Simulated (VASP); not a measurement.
# Co (P6_3/mmc) in VASP: notebook

The runs below take Co through single point, with PBE.

Everything below comes from runs of VASP 6.6.1. Logs are shortened: lines on timing, memory, paths and dates and some standing lists are left out, and cuts for length are marked.

### Step 1. The cell of the first run

Symmetry: P6_3/mmc, No. 194, hexagonal system. The conventional cell has a = 2.494 Å, b = 2.494 Å, c = 4.028 Å, α = 90.00°, β = 90.00°, γ = 120.00°. Co (site symmetry -6m2) has 12 Co at 2.48 to 2.49 Å within 3.3 Å.

### Step 2. Single point, PBE, collinear spin, ferromagnetic start

The input, INCAR:

```
SYSTEM = Co
  ALGO = Normal
  EDIFF = 1E-6
  ENCUT = 520
  GGA = PE
  ISIF = 2
  ISMEAR = 1
  ISPIN = 2
  LASPH = .TRUE.
  LCHARG = .TRUE.
  LELF = .TRUE.
  LMAXMIX = 4
  LORBIT = 11
  LREAL = .FALSE.
  LVHAR = .TRUE.
  LWAVE = .FALSE.
  MAGMOM = 1.69 1.69
  NBANDS = 20
  NELM = 150
  PREC = Accurate
  SIGMA = 1.0
```

The input, KPOINTS:

```
k-points
0
G
  14 14 8
  0 0 0
```

The input, POSCAR:

```
Co
1.0
    2.4935221926      0.0000000000      0.0000000000
   -1.2467610963      2.1594535637      0.0000000000
    0.0000000000      0.0000000000      4.0277844638
Co
2
Direct
    0.3333333333      0.6666666667      0.2500000000
    0.6666666667      0.3333333333      0.7500000000
```

Potentials or basis: VASP PAW PBE potentials, release 64 (Co).

Launch:

```sh
> cat potpaw_PBE.64/Co/POTCAR > POTCAR
> mpirun -np 1 vasp_std > vasp.out
```

OUTCAR:

```text
SYSTEM = Co
   EDIFF = 1E-6
   ENCUT = 520
   GGA = PE
   ISIF = 2
   ISMEAR = 1
   ISPIN = 2
   LASPH = .TRUE.
   LORBIT = 11
   LREAL = .FALSE.
   NELM = 150
   PREC = Accurate

 ion  position               nearest neighbor table
   1  0.333  0.667  0.250-   2 2.48   2 2.48   2 2.48   2 2.48   2 2.48   2 2.48
   2  0.667  0.333  0.750-   1 2.48   1 2.48   1 2.48   1 2.48   1 2.48   1 2.48

  LATTYP: Found a hexagonal cell.
 ALAT       =     2.4935221926
 C/A-ratio  =     1.6152992244

  Lattice vectors:

 A1 = (   2.4935221926,   0.0000000000,   0.0000000000)
 A2 = (  -1.2467610963,   2.1594535637,   0.0000000000)
 A3 = (   0.0000000000,   0.0000000000,   4.0277844638)

Analysis of symmetry for initial positions (statically):
=====================================================================
 Subroutine PRICEL returns:
 Original cell was already a primitive cell.

 Routine SETGRP: Setting up the symmetry group for a
 hexagonal supercell.

 Subroutine GETGRP returns: Found 24 space group operations
 (whereof 12 operations were pure point group operations)
 out of a pool of 24 trial point group operations.

The static configuration has the point symmetry D_3d.
 The point group associated with its full space group is D_6h.

Analysis of symmetry for dynamics (positions and initial velocities):
=====================================================================
 Subroutine PRICEL returns:
 Original cell was already a primitive cell.

 Routine SETGRP: Setting up the symmetry group for a
 hexagonal supercell.

 Subroutine GETGRP returns: Found 24 space group operations
 (whereof 12 operations were pure point group operations)
 out of a pool of 24 trial point group operations.

The dynamic configuration has the point symmetry D_3d.
 The point group associated with its full space group is D_6h.

Analysis of structural, dynamic, and magnetic symmetry:
=====================================================================
 Subroutine PRICEL returns:
 Original cell was already a primitive cell.

 Routine SETGRP: Setting up the symmetry group for a
 hexagonal supercell.

 Subroutine GETGRP returns: Found 24 space group operations
 (whereof 12 operations were pure point group operations)
 out of a pool of 24 trial point group operations.

The overall configuration has the point symmetry D_3d.
 The point group associated with its full space group is D_6h.

 Subroutine INISYM returns: Found 24 space group operations
 (whereof 12 operations are pure point group operations),
 and found     1 'primitive' translations

----------------------------------------------------------------------------------------

                                     Primitive cell

  volume of cell :      21.6882

  direct lattice vectors                    reciprocal lattice vectors
     2.493522193  0.000000000  0.000000000     0.401039142  0.231540056  0.000000000
    -1.246761096  2.159453564  0.000000000     0.000000000  0.463080113  0.000000000
     0.000000000  0.000000000  4.027784464     0.000000000  0.000000000  0.248275450

  length of vectors
     2.493522193  2.493522193  4.027784464     0.463080113  0.463080113  0.248275450

  position of ions in fractional coordinates (direct lattice)
     0.333333333  0.666666667  0.250000000
     0.666666667  0.333333333  0.750000000

  ion indices of the primitive-cell ions
   primitive index   ion index
                 1           1
                 2           2

----------------------------------------------------------------------------------------

 KPOINTS: k-points

Automatic generation of k-mesh.
 Grid dimensions read from file:
 generate k-points for:   14   14    8

 Generating k-lattice:

  Cartesian coordinates                     Fractional coordinates (reciprocal lattice)
     0.028645653  0.016538575  0.000000000     0.071428571  0.000000000  0.000000000
     0.000000000  0.033077151  0.000000000     0.000000000  0.071428571  0.000000000
     0.000000000  0.000000000  0.031034431     0.000000000  0.000000000  0.125000000

  Length of vectors
     0.033077151  0.033077151  0.031034431

  Shift w.r.t. Gamma in fractional coordinates (k-lattice)
     0.000000000  0.000000000  0.000000000

 Subroutine IBZKPT returns following result:
 ===========================================

 Found    120 irreducible k-points:

 Following reciprocal coordinates:
            Coordinates               Weight
  0.000000  0.000000  0.000000      1.000000
  0.071429  0.000000  0.000000      6.000000
  0.142857  0.000000  0.000000      6.000000
  0.214286 -0.000000  0.000000      6.000000
  0.285714 -0.000000  0.000000      6.000000
  0.357143  0.000000  0.000000      6.000000
[... 16 lines left out ...]
  0.285714  0.285714  0.000000      6.000000
  0.357143  0.285714  0.000000      6.000000
 [... further k-points ...]
   k-points           NKPTS =    120   k-points in BZ     NKDIM =    120   number of bands    NBANDS=     20
   number of dos      NEDOS =    301   number of ions     NIONS =      2
   total plane-waves  NPLWV =  12000
   dimension x,y,z NGX =    20 NGY =   20 NGZ =   30
   dimension x,y,z NGXF=    40 NGYF=   40 NGZF=   60
   ions per type =               2
   NGX,Y,Z   is equivalent  to a cutoff of  13.33, 13.33, 12.38 a.u.
   NGXF,Y,Z  is equivalent  to a cutoff of  26.67, 26.67, 24.76 a.u.
 SYSTEM =  Co
   PREC   = accura    normal or accurate (medium, high low for compatibility)
   ISTART =      0    job   : 0-new  1-cont  2-samecut
   ICHARG =      2    charge: 1-file 2-atom 10-const
   ISPIN  =      2    spin polarized calculation?
   LNONCOLLINEAR =      F non collinear calculations
   LSORBIT =      F    spin-orbit coupling
   LASPH  =      T    aspherical Exc in radial PAW
   ENCUT  =  520.0 eV  38.22 Ry    6.18 a.u.   4.64  4.64  7.49*2*pi/ulx,y,z
   NELM   =    150;   NELMIN=  2; NELMDL= -5     # of ELM steps
   EDIFF  = 0.1E-05   stopping-criterion for ELM
   LREAL  =      F    real-space projection
   EDIFFG = 0.1E-04   stopping-criterion for IOM
   NSW    =      0    number of steps for IOM
   IBRION =     -1    ionic relax: 0-MD 1-quasi-New 2-CG
   NFREE  =      0    steps in history (QN), initial steepest desc. (CG)
   ISIF   =      2    stress and relaxation
   ISYM   =      2    0-nonsym 1-usesym 2-fastsym
   POTIM  = 0.5000    time-step for ionic-motion
   TEBEG  =    0.0;   TEEND  =   0.0 temperature during run
   PSTRESS=    0.0 pullay stress
   NELECT =      18.0000    total number of electrons
   NUPDOWN=      -1.0000    fix difference up-down
   EMIN   =  10.00;   EMAX   =-10.00  energy-range for DOS
   EFERMI =   0.00;   METHOD = LEGACY
   ISMEAR =     1;   SIGMA  =   1.00  broadening in eV -4-tet -1-fermi 0-gaus
   EFERMI_NEDOS =   21; number of points for ismear=-14 and -15
   IALGO  =     38    algorithm
   IMIX   =      4    mixing-type and parameters
     AMIX     =   0.40;   BMIX     =  1.00
     AMIX_MAG =   1.60;   BMIX_MAG =  1.00
  volume/ion in A,a.u.               =      10.84        73.18
  Fermi-wavevector in a.u.,A,eV,Ry     =   1.538478  2.907301 32.203818  2.366914
  Thomas-Fermi vector in A             =   2.644841
   LORBIT       =     11    0 simple, 1 ext, 2 COOP (PROOUT), +10 PAW based schemes
   GGA     = PE    functional components
   LHFCALC =     F    Hartree Fock is set to
   AEXX    =    0.0000 exact exchange contribution
   IVDW    =     0    specifies the selected vdW correction
   LEPSILON=     F    determine dielectric tensor
   LRPA    =     F    only Hartree local field effects (RPA)
 spin polarized calculation
 Methfessel and Paxton  Order N= 1 SIGMA  =   1.00
  energy-cutoff  :      520.00
  volume of cell :       21.69
 maximum number of plane-waves:       597
 NGX is ok and might be reduce to    20
   NGX =  9   NGY =  9   NGZ = 15

 number of electron      17.9999996 magnetization       3.2412719

 Free energy of the ion-electron system (eV)
  ---------------------------------------------------
  ext. energy  EPLUGINS =         0.00000000
  ---------------------------------------------------
  free energy    TOTEN  =       -13.96418628 eV

  energy without entropy =      -14.11323671  energy(sigma->0) =      -14.01386976

 E-fermi :  10.2806     XC(G=0): -13.4066

 val. band max:       10.2782571527   @ k =   0.2857   0.1429   0.1250
 cond. band min:      10.2883267716   @ k =   0.4286  -0.0000   0.2500
 fundamental gap:      0.0100696189
 Fermi energy:        10.2805962567

 spin component 1

 k-point     1 :       0.0000    0.0000    0.0000
  band No.  band energies     occupation
      1       1.3476      1.00000
      2       5.1373      1.00000
      3       7.6647      1.00068
      4       7.6652      1.00068
      5       7.6652      1.00068
      6       7.9782      1.00267
[... 12 lines left out ...]
     19      36.1302      0.00000
     20      36.1302      0.00000

 k-point     2 :       0.0714    0.0000    0.0000
  band No.  band energies     occupation
      1       1.5265      1.00000
      2       5.2449      1.00000
      3       7.4728      1.00026
      4       7.7485      1.00100
      5       7.8321      1.00145
      6       7.9406      1.00230
[... 12 lines left out ...]
     19      38.0614      0.00000
     20      38.0905      0.00000

 k-point     3 :       0.1429    0.0000    0.0000
  band No.  band energies     occupation
      1       2.0498      1.00000
      2       5.5275      1.00000
      3       7.2403      1.00007
      4       7.6955      1.00079
      5       7.8054      1.00129
      6       7.9878      1.00278
[... 12 lines left out ...]
     19      36.8093      0.00000
     20      39.1613      0.00000

 k-point     4 :       0.2143   -0.0000    0.0000
  band No.  band energies     occupation
      1       2.8685      1.00000
      2       5.8378      1.00000
      3       7.0320      1.00002
      4       7.0401      1.00002
      5       7.6932      1.00078
      6       7.9500      1.00239
[... 429 lines left out ...]
 k-point    23 :       0.2857    0.2857    0.0000
  band No.  band energies     occupation
      1       5.9589      1.00000
      2       6.1612      1.00000
      3       6.3849      1.00000
      4       6.5632      1.00000
      5       7.3072      1.00011
      6       7.5865      1.00047
[... 12 lines left out ...]
     19      27.5428     -0.00000
     20      42.4481      0.00000

 k-point    24 :       0.3571    0.2857    0.0000
  band No.  band energies     occupation
      1       5.9454      1.00000
      2       6.2707      1.00000
      3       6.3151      1.00000
      4       6.6778      1.00000
      5       7.3537      1.00014
      6       7.4704      1.00026
[... 12 lines left out ...]
     19      27.0768     -0.00000
     20      42.8764      0.00000

 [... further k-points ...]

 spin component 2

 k-point     1 :       0.0000    0.0000    0.0000
  band No.  band energies     occupation
      1       1.3518      1.00000
      2       6.0751      1.00000
      3       9.2820      1.02498
      4       9.3081      1.02203
      5       9.3081      1.02203
      6       9.6748      0.92259
[... 12 lines left out ...]
     19      36.4323      0.00000
     20      36.4323      0.00000

 k-point     2 :       0.0714    0.0000    0.0000
  band No.  band energies     occupation
      1       1.5314      1.00000
      2       6.1973      1.00000
      3       9.0700      1.03543
      4       9.3998      1.00793
      5       9.4818      0.98974
      6       9.5826      0.95916
[... 12 lines left out ...]
     19      37.9730      0.00000
     20      38.3702      0.00000

 k-point     3 :       0.1429    0.0000    0.0000
  band No.  band energies     occupation
      1       2.0586      1.00000
      2       6.5264      1.00000
      3       8.7802      1.02763
      4       8.8182      1.02929
      5       9.4482      0.99787
      6       9.6641      0.92727
[... 12 lines left out ...]
     19      36.8214      0.00000
     20      39.5685      0.00000

 k-point     4 :       0.2143   -0.0000    0.0000
  band No.  band energies     occupation
      1       2.8947      1.00000
      2       6.9271      1.00001
      3       8.1691      1.00548
      4       8.4826      1.01451
      5       9.2850      1.02466
      6       9.6783      0.92103
[... 429 lines left out ...]
 k-point    23 :       0.2857    0.2857    0.0000
  band No.  band energies     occupation
      1       7.0482      1.00002
      2       7.2684      1.00009
      3       7.5454      1.00038
      4       7.5466      1.00038
      5       8.8377      1.03010
      6       9.1109      1.03496
[... 12 lines left out ...]
     19      27.9179     -0.00000
     20      42.6163      0.00000

 k-point    24 :       0.3571    0.2857    0.0000
  band No.  band energies     occupation
      1       7.2716      1.00009
      2       7.2814      1.00009
      3       7.4566      1.00024
      4       7.6369      1.00060
      5       8.8784      1.03169
      6       8.9762      1.03458
[... 12 lines left out ...]
     19      27.4656     -0.00000
     20      43.0698      0.00000

 [... further k-points ...]
[... 5 lines left out ...]
  --------------------------------------------------------------------------------------
  -------------------------------------------------------------------------------------
  Total       -0.1913854     -0.1913854      0.0833399      0.0000000     -0.0000000      0.0000000
  in kB      -14.1382637    -14.1382637      6.1565869      0.0000000     -0.0000000      0.0000000
  external PRESSURE =      -7.3733135 kB  Pullay stress =       0.0000000 kB

 VOLUME and BASIS-vectors are now :
 -----------------------------------------------------------------------------
  energy-cutoff  :      520.00
  volume of cell :       21.69
      direct lattice vectors                 reciprocal lattice vectors
     2.493522193  0.000000000  0.000000000     0.401039142  0.231540056  0.000000000
    -1.246761096  2.159453564  0.000000000     0.000000000  0.463080113  0.000000000
     0.000000000  0.000000000  4.027784464     0.000000000  0.000000000  0.248275450

 POSITION                                       TOTAL-FORCE (eV/Angst)
 -----------------------------------------------------------------------------------
     -0.00000      1.43964      1.00695         0.000000     -0.000000      0.000000
      1.24676      0.71982      3.02084         0.000000      0.000000      0.000000
 -----------------------------------------------------------------------------------
    total drift:                               -0.000000      0.000000     -0.000000

  FREE ENERGIE OF THE ION-ELECTRON SYSTEM (eV)
  ---------------------------------------------------
  free  energy   TOTEN  =       -13.9641862836 eV

  energy  without entropy=      -14.1132367134  energy(sigma->0) =      -14.01386976

 total charge

# of ion       s       p       d       tot
------------------------------------------
    1        0.489   0.521   7.264   8.274
    2        0.489   0.521   7.264   8.274
--------------------------------------------------
tot          0.977   1.042  14.528  16.547

 magnetization (x)

# of ion       s       p       d       tot
------------------------------------------
    1       -0.014  -0.052   1.705   1.639
    2       -0.014  -0.052   1.705   1.639
--------------------------------------------------
tot         -0.028  -0.103   3.410   3.278
```

It took 1.7 min on 1 thread of Intel Xeon Platinum 8259CL at 2.50GHz (Skylake/Cascade Lake), shared host; peak memory 0.19 GiB.

Results:

| Item | Value |
| --- | --- |
| Free energy | -13.9642 eV |
| Pressure | -0.7 GPa |
| Net moment | 3.24 μB per cell |
| Site moments | Co +1.64 μB |
| Valence electrons inside the program's atomic spheres | Co 8.27 |

### Step 3. Single point, PBE, collinear spin, ferromagnetic start

The input, INCAR:

```
PREC = Accurate ; ENCUT = 520
EDIFF = 1E-7 ; ISMEAR = 1
SIGMA = 0.01 ; LREAL = False
LASPH = True ; NELM = 150
ALGO = Normal ; ISIF = 2
LWAVE = False ; LCHARG = False
ISPIN = 2 ; MAGMOM = 1.69 1.69
LORBIT = 11 ; LMAXMIX = 4
GGA = PE ; NBANDS = 20
```

The input, KPOINTS:

```
regular mesh
0
Gamma
  14 14 8
```

POSCAR is that of step 2.

Potentials or basis: VASP PAW PBE potentials, release 64 (Co).

Launch:

```sh
> cat potpaw_PBE.64/Co/POTCAR > POTCAR
> mpirun -np 1 vasp_std > vasp.out
```

Wall time 2.4 min (1 thread of Intel Xeon Platinum 8259CL at 2.50GHz (Skylake/Cascade Lake), shared host); peak memory 0.2 GiB.

Results (log left out):

```
Free energy                                           : -14.0648 eV
Pressure                                              : -1.0 GPa
Net moment                                            : 3.13 μB per cell
Site moments                                          : Co +1.59 μB
Valence electrons inside the program's atomic spheres : Co 8.28
```

Stress tensor (GPa, compression positive):
```
-1.14  0.00  0.00
 0.00 -1.14  0.00
 0.00  0.00 -0.85
```

Levels at points of the mesh, in eV from the Fermi level:
Spin up:
| k point | band 8 | band 9 | band 10 | band 11 | band 12 | band 13 |
| --- | --- | --- | --- | --- | --- | --- |
| (0.00, 0.00, 0.00) | -1.91 | -1.91 | -0.81 | -0.81 | -0.05 | 6.39 |
| (0.50, 0.00, 0.00) | -0.68 | -0.58 | -0.53 | 1.32 | 3.33 | 9.71 |
| (0.00, 0.00, 0.50) | -2.64 | -1.12 | -1.12 | -1.12 | -1.12 | 15.07 |
| (0.50, 0.00, 0.50) | -1.04 | -0.59 | -0.59 | 1.61 | 1.61 | 7.27 |
Spin down:
```
           k point  band 3  band 4  band 5  band 6  band 7  band 8  band 9  band 10  band 11  band 12
(0.00, 0.00, 0.00)   -0.99   -0.97   -0.97   -0.61   -0.61   -0.18   -0.18    -0.13     1.04     1.04
(0.50, 0.00, 0.00)   -3.25   -1.86   -1.13   -1.03   -0.62    1.16    1.30     1.32     2.52     4.28
(0.00, 0.00, 0.50)   -1.54   -1.54   -1.04   -1.04   -1.04   -1.04    0.70     0.70     0.70     0.70
(0.50, 0.00, 0.50)   -2.38   -2.38   -0.07   -0.07    0.24    0.24    1.26     1.26     2.20     2.20
```

(Continued in part 2 of 2.)
